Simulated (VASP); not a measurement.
Wanted: the native input for a VASP 6.6.1 run.

- Task: relaxation of volume and atoms at fixed shape
- Functional: PBEsol
- Potentials or basis: VASP PAW PBE potentials, release 64 (Cd)
- Cutoff: 600 eV
- k mesh: 5 × 5 × 5
- Occupations: gaussian, width 0.05 eV
- Spin: no spin polarisation
- Dipole correction: no
- Further INCAR settings: ALGO = Normal; EDIFF = 1e-06; IBRION = 2; EDIFFG = -0.02; NSW = 80; ISIF = 8

The structure of Cd lies in POSCAR:

```
Cd
1.0
    4.4200000000      0.0000000000      0.0000000000
    0.0000000000      4.4200000000      0.0000000000
    0.0000000000      0.0000000000      4.4200000000
Cd
4
Direct
    0.0000000000      0.0000000000      0.0000000000
    0.0000000000      0.5000000000      0.5000000000
    0.5000000000      0.0000000000      0.5000000000
    0.5000000000      0.5000000000      0.0000000000
```

This isn't the form of Cd at room conditions, which is hcp.

One way to write it, as run:

INCAR

```
SYSTEM = Cd
ALGO = Normal ; EDIFF = 1E-6
EDIFFG = -0.02 ; ENCUT = 600
GGA = PS ; IBRION = 2
ISIF = 8 ; ISMEAR = 0
LASPH = .True. ; LCHARG = .False.
LREAL = .False. ; LWAVE = .False.
NELM = 60 ; NSW = 80
PREC = Accurate ; SIGMA = 0.05
```

KPOINTS

```
k-points
0
Gamma
  5 5 5
  0 0 0
```

Potentials or basis: VASP PAW PBE potentials, release 64 (Cd).

The run is started by

```console
$ cat potpaw_PBE.64/Cd/POTCAR > POTCAR
$ mpirun -np 1 vasp_std > vasp.out
```

Results of the run:

* Relaxed volume: 21.02 Å³/atom
* Relaxed cell: a = 4.381 Å, b = 4.381 Å, c = 4.381 Å, α = 90.00°, β = 90.00°, γ = 90.00°
* Space group after relaxing (to 0.1 Å): Fm-3m (No. 225)
* Energy gained by relaxing: 2.2 meV/atom
* Ionic steps: 2
* Pressure after relaxing: 0.1 GPa
* Band gap on the k mesh: zero (bands 24 and 25 overlap by 1.68 eV)

Caveat: the PAW data sets were made with another functional, which shifts forces and pressure a little.

It took 22 s on 1 thread of AMD EPYC 9R45 96-Core Processor (Zen 5) (shared host), peak memory 0.19 GiB.
